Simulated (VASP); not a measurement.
# ZnSe (NiAs type) (P6_3/mmc) in VASP: notebook

Runs on ZnSe (NiAs type). Level: PBE. Tasks: single point.

Everything below comes from runs of VASP 6.6.1. Logs are shortened: lines on timing, memory, paths and dates and some standing lists are left out, and cuts for length are marked.

### Step 1. The cell of the first run

It takes space group P6_3/mmc (No. 194, hexagonal). The conventional cell has a = 3.526 Å, b = 3.526 Å, c = 5.802 Å, α = 90.00°, β = 90.00°, γ = 120.00°. Zn (site symmetry -3m) has 6 Se at 2.50 Å and 2 Zn at 2.90 Å within 3.3 Å. Within 3.3 Å of Se (site symmetry -6m2) lie 6 Zn at 2.50 Å.

### Step 2. Single point, PBE

The input, INCAR:

```
PREC     = Accurate       # precision mode
ENCUT    = 520            # plane-wave cutoff, eV
EDIFF    = 1E-7           # SCF threshold, eV
ISMEAR   = -1             # smearing method
SIGMA    = 0.08           # smearing width, eV
LREAL    = False          # projectors in reciprocal space
LASPH    = True           # aspherical terms in the spheres
NELM     = 60             # most SCF steps
ALGO     = Normal         # electronic algorithm
ISIF     = 2              # what is computed and relaxed
LWAVE    = False          # write WAVECAR
LCHARG   = False          # write CHGCAR
GGA      = PE             # functional
NBANDS   = 26             # bands
```

The input, KPOINTS:

```
Automatic mesh
0
Gamma
  10 10 6
```

The input, POSCAR:

```
ZnSe
1.0
    3.5259297025      0.0000000000      0.0000000000
   -1.7629648512      3.0535446943      0.0000000000
    0.0000000000      0.0000000000      5.8020888758
Zn Se
2 2
Direct
    0.0000000000      0.0000000000      0.0000000000
    0.0000000000      0.0000000000      0.5000000000
    0.3333333333      0.6666666667      0.2500000000
    0.6666666667      0.3333333333      0.7500000000
```

Potentials or basis: VASP PAW PBE potentials, release 64 (Zn, Se).

On the command line:

```bash
$ cat potpaw_PBE.64/Zn/POTCAR potpaw_PBE.64/Se/POTCAR > POTCAR
$ mpirun -np 1 vasp_std > vasp.out
```

OUTCAR:

```text
PREC = Accurate
   ENCUT = 520
   EDIFF = 1E-7
   ISMEAR = -1
   LREAL = False
   LASPH = True
   NELM = 60
   ISIF = 2
   GGA = PE

 ion  position               nearest neighbor table
   1  0.000  0.000  0.000-   3 2.50   4 2.50   3 2.50   4 2.50   4 2.50   3 2.50   2 2.90   2 2.90

   2  0.000  0.000  0.500-   3 2.50   4 2.50   3 2.50   4 2.50   4 2.50   3 2.50   1 2.90   1 2.90

   3  0.333  0.667  0.250-   1 2.50   2 2.50   1 2.50   2 2.50   1 2.50   2 2.50
   4  0.667  0.333  0.750-   1 2.50   2 2.50   1 2.50   2 2.50   1 2.50   2 2.50

  LATTYP: Found a hexagonal cell.
 ALAT       =     3.5259297025
 C/A-ratio  =     1.6455486539

  Lattice vectors:

 A1 = (   3.5259297025,   0.0000000000,   0.0000000000)
 A2 = (  -1.7629648512,   3.0535446943,   0.0000000000)
 A3 = (   0.0000000000,   0.0000000000,   5.8020888758)

Analysis of symmetry for initial positions (statically):
=====================================================================
 Subroutine PRICEL returns:
 Original cell was already a primitive cell.

 Routine SETGRP: Setting up the symmetry group for a
 hexagonal supercell.

 Subroutine GETGRP returns: Found 24 space group operations
 (whereof 12 operations were pure point group operations)
 out of a pool of 24 trial point group operations.

The static configuration has the point symmetry D_3d.
 The point group associated with its full space group is D_6h.

Analysis of symmetry for dynamics (positions and initial velocities):
=====================================================================
 Subroutine PRICEL returns:
 Original cell was already a primitive cell.

 Routine SETGRP: Setting up the symmetry group for a
 hexagonal supercell.

 Subroutine GETGRP returns: Found 24 space group operations
 (whereof 12 operations were pure point group operations)
 out of a pool of 24 trial point group operations.

The dynamic configuration has the point symmetry D_3d.
 The point group associated with its full space group is D_6h.

 Subroutine INISYM returns: Found 24 space group operations
 (whereof 12 operations are pure point group operations),
 and found     1 'primitive' translations

----------------------------------------------------------------------------------------

                                     Primitive cell

  volume of cell :      62.4687

  direct lattice vectors                    reciprocal lattice vectors
     3.525929703  0.000000000  0.000000000     0.283613142  0.163744124  0.000000000
    -1.762964851  3.053544694  0.000000000     0.000000000  0.327488247  0.000000000
     0.000000000  0.000000000  5.802088876     0.000000000  0.000000000  0.172351720

  length of vectors
     3.525929703  3.525929702  5.802088876     0.327488247  0.327488247  0.172351720

  position of ions in fractional coordinates (direct lattice)
     0.000000000  0.000000000  0.000000000
     0.000000000  0.000000000  0.500000000
     0.333333333  0.666666667  0.250000000
     0.666666667  0.333333333  0.750000000

  ion indices of the primitive-cell ions
   primitive index   ion index
                 1           1
                 2           2
                 3           3
                 4           4

----------------------------------------------------------------------------------------

 KPOINTS: Automatic mesh

Automatic generation of k-mesh.
 Grid dimensions read from file:
 generate k-points for:   10   10    6

 Generating k-lattice:

  Cartesian coordinates                     Fractional coordinates (reciprocal lattice)
     0.028361314  0.016374412  0.000000000     0.100000000  0.000000000  0.000000000
     0.000000000  0.032748825  0.000000000     0.000000000  0.100000000  0.000000000
     0.000000000  0.000000000  0.028725287     0.000000000  0.000000000  0.166666667

  Length of vectors
     0.032748825  0.032748825  0.028725287

  Shift w.r.t. Gamma in fractional coordinates (k-lattice)
     0.000000000  0.000000000  0.000000000

 Subroutine IBZKPT returns following result:
 ===========================================

 Found     56 irreducible k-points:

 Following reciprocal coordinates:
            Coordinates               Weight
  0.000000  0.000000  0.000000      1.000000
  0.100000  0.000000  0.000000      6.000000
  0.200000  0.000000  0.000000      6.000000
  0.300000 -0.000000  0.000000      6.000000
  0.400000  0.000000  0.000000      6.000000
  0.500000  0.000000  0.000000      3.000000
[... 16 lines left out ...]
  0.300000  0.100000  0.166667     24.000000
  0.400000  0.100000  0.166667     24.000000
 [... further k-points ...]
   k-points           NKPTS =     56   k-points in BZ     NKDIM =     56   number of bands    NBANDS=     26
   number of dos      NEDOS =    301   number of ions     NIONS =      4
   total plane-waves  NPLWV =  37632
   dimension x,y,z NGX =    28 NGY =   28 NGZ =   48
   dimension x,y,z NGXF=    56 NGYF=   56 NGZF=   96
   ions per type =               2   2
   NGX,Y,Z   is equivalent  to a cutoff of  13.20, 13.20, 13.75 a.u.
   NGXF,Y,Z  is equivalent  to a cutoff of  26.40, 26.40, 27.51 a.u.
 SYSTEM =  unknown system
   PREC   = accura    normal or accurate (medium, high low for compatibility)
   ISTART =      0    job   : 0-new  1-cont  2-samecut
   ICHARG =      2    charge: 1-file 2-atom 10-const
   ISPIN  =      1    spin polarized calculation?
   LNONCOLLINEAR =      F non collinear calculations
   LSORBIT =      F    spin-orbit coupling
   LASPH  =      T    aspherical Exc in radial PAW
   ENCUT  =  520.0 eV  38.22 Ry    6.18 a.u.   6.56  6.56 10.79*2*pi/ulx,y,z
   NELM   =     60;   NELMIN=  2; NELMDL= -5     # of ELM steps
   EDIFF  = 0.1E-06   stopping-criterion for ELM
   LREAL  =      F    real-space projection
   EDIFFG = 0.1E-05   stopping-criterion for IOM
   NSW    =      0    number of steps for IOM
   IBRION =     -1    ionic relax: 0-MD 1-quasi-New 2-CG
   NFREE  =      0    steps in history (QN), initial steepest desc. (CG)
   ISIF   =      2    stress and relaxation
   ISYM   =      2    0-nonsym 1-usesym 2-fastsym
   POTIM  = 0.5000    time-step for ionic-motion
   TEBEG  =    0.0;   TEEND  =   0.0 temperature during run
   PSTRESS=    0.0 pullay stress
   NELECT =      36.0000    total number of electrons
   NUPDOWN=      -1.0000    fix difference up-down
   EMIN   =  10.00;   EMAX   =-10.00  energy-range for DOS
   EFERMI =   0.00;   METHOD = LEGACY
   ISMEAR =    -1;   SIGMA  =   0.08  broadening in eV -4-tet -1-fermi 0-gaus
   EFERMI_NEDOS =   21; number of points for ismear=-14 and -15
   IALGO  =     38    algorithm
   IMIX   =      4    mixing-type and parameters
     AMIX     =   0.40;   BMIX     =  1.00
     AMIX_MAG =   1.60;   BMIX_MAG =  1.00
  volume/ion in A,a.u.               =      15.62       105.39
  Fermi-wavevector in a.u.,A,eV,Ry     =   1.362349  2.574465 25.252325  1.855994
  Thomas-Fermi vector in A             =   2.488846
   LORBIT       =      0    0 simple, 1 ext, 2 COOP (PROOUT), +10 PAW based schemes
   GGA     = PE    functional components
   LHFCALC =     F    Hartree Fock is set to
   AEXX    =    0.0000 exact exchange contribution
   IVDW    =     0    specifies the selected vdW correction
   LEPSILON=     F    determine dielectric tensor
   LRPA    =     F    only Hartree local field effects (RPA)
 non-spin polarized calculation
  energy-cutoff  :      520.00
  volume of cell :       62.47
 maximum number of plane-waves:      1713
 NGX is ok and might be reduce to    28
   NGX = 13   NGY = 13   NGZ = 21

 number of electron      35.9999995 magnetization

 Free energy of the ion-electron system (eV)
  ---------------------------------------------------
  ext. energy  EPLUGINS =         0.00000000
  ---------------------------------------------------
  free energy    TOTEN  =        -9.72063926 eV

  energy without entropy =       -9.71099259  energy(sigma->0) =       -9.71581592

 E-fermi :   5.5272     XC(G=0): -11.4416

 val. band max:        5.5128693646   @ k =   0.2000   0.0000   0.0000
 cond. band min:       5.5948431293   @ k =   0.3000   0.3000   0.1667
 fundamental gap:      0.0819737647
 Fermi energy:         5.5272354056

 k-point     1 :       0.0000    0.0000    0.0000
  band No.  band energies     occupation
      1     -10.2127      2.00000
      2      -8.1523      2.00000
      3      -3.1911      2.00000
      4      -2.3000      2.00000
      5      -2.3000      2.00000
      6      -2.1677      2.00000
[... 18 lines left out ...]
     25      13.5786      0.00000
     26      14.9154      0.00000

 k-point     2 :       0.1000    0.0000    0.0000
  band No.  band energies     occupation
      1     -10.0885      2.00000
      2      -8.1004      2.00000
      3      -3.0567      2.00000
      4      -2.2913      2.00000
      5      -2.2641      2.00000
      6      -2.1677      2.00000
[... 18 lines left out ...]
     25      13.4771      0.00000
     26      13.8875      0.00000

 k-point     3 :       0.2000    0.0000    0.0000
  band No.  band energies     occupation
      1      -9.7283      2.00000
      2      -7.9656      2.00000
      3      -2.6905      2.00000
      4      -2.2808      2.00000
      5      -2.1934      2.00000
      6      -2.1462      2.00000
[... 18 lines left out ...]
     25      13.2670      0.00000
     26      13.9371      0.00000

 k-point     4 :       0.3000   -0.0000    0.0000
  band No.  band energies     occupation
      1      -9.1780      2.00000
      2      -7.8155      2.00000
      3      -2.3726      2.00000
      4      -2.3304      2.00000
      5      -2.2925      2.00000
      6      -2.0825      2.00000
[... 18 lines left out ...]
     25      14.2684      0.00000
     26      15.0598      0.00000
[... 496 lines left out ...]
      1      -9.3094      2.00000
      2      -7.9966      2.00000
      3      -2.4540      2.00000
      4      -2.3168      2.00000
      5      -2.1717      2.00000
      6      -2.0835      2.00000
[... 18 lines left out ...]
     25      13.9301      0.00000
     26      14.6780      0.00000

 k-point    23 :       0.3000    0.1000    0.1667
  band No.  band energies     occupation
      1      -8.7299      2.00000
      2      -7.8280      2.00000
      3      -2.5980      2.00000
      4      -2.2761      2.00000
      5      -2.2662      2.00000
      6      -2.1013      2.00000
[... 18 lines left out ...]
     25      14.3621      0.00000
     26      15.6330      0.00000

 k-point    24 :       0.4000    0.1000    0.1667
  band No.  band energies     occupation
      1      -8.1846      2.00000
      2      -7.8265      2.00000
      3      -3.0086      2.00000
      4      -2.3161      2.00000
      5      -2.2780      2.00000
      6      -2.0965      2.00000
[... 18 lines left out ...]
     25      15.8597      0.00000
     26      16.4285      0.00000

 [... further k-points ...]
[... 5 lines left out ...]
  --------------------------------------------------------------------------------------
  -------------------------------------------------------------------------------------
  Total       10.4165262     10.4165262     10.4647616      0.0000000      0.0000000      0.0000000
  in kB      267.1598473    267.1598473    268.3969741      0.0000000      0.0000000      0.0000000
  external PRESSURE =     267.5722229 kB  Pullay stress =       0.0000000 kB

 VOLUME and BASIS-vectors are now :
 -----------------------------------------------------------------------------
  energy-cutoff  :      520.00
  volume of cell :       62.47
      direct lattice vectors                 reciprocal lattice vectors
     3.525929703  0.000000000  0.000000000     0.283613142  0.163744124  0.000000000
    -1.762964851  3.053544694  0.000000000     0.000000000  0.327488247  0.000000000
     0.000000000  0.000000000  5.802088876     0.000000000  0.000000000  0.172351720

 POSITION                                       TOTAL-FORCE (eV/Angst)
 -----------------------------------------------------------------------------------
      0.00000      0.00000      0.00000        -0.000000      0.000000      0.000000
      0.00000      0.00000      2.90104        -0.000000      0.000000      0.000000
     -0.00000      2.03570      1.45052        -0.000000     -0.000000      0.000000
      1.76296      1.01785      4.35157         0.000000      0.000000     -0.000000
 -----------------------------------------------------------------------------------
    total drift:                               -0.000000      0.000000      0.000000

  FREE ENERGIE OF THE ION-ELECTRON SYSTEM (eV)
  ---------------------------------------------------
  free  energy   TOTEN  =        -9.7206392607 eV

  energy  without entropy=       -9.7109925888  energy(sigma->0) =       -9.71581592
```

Run time: 2.9 min. Hardware: 1 thread of AMD EPYC 7R13, shared host; peak memory 0.2 GiB.

Results:

| Item | Value |
| --- | --- |
| Free energy | -9.7206 eV |
| Pressure | 26.8 GPa |
| Band gap on the k mesh | zero (band 18 reaches 5.51 eV, above the bottom of band 19 at 4.96 eV) |

(Continued in part 2 of 2.)
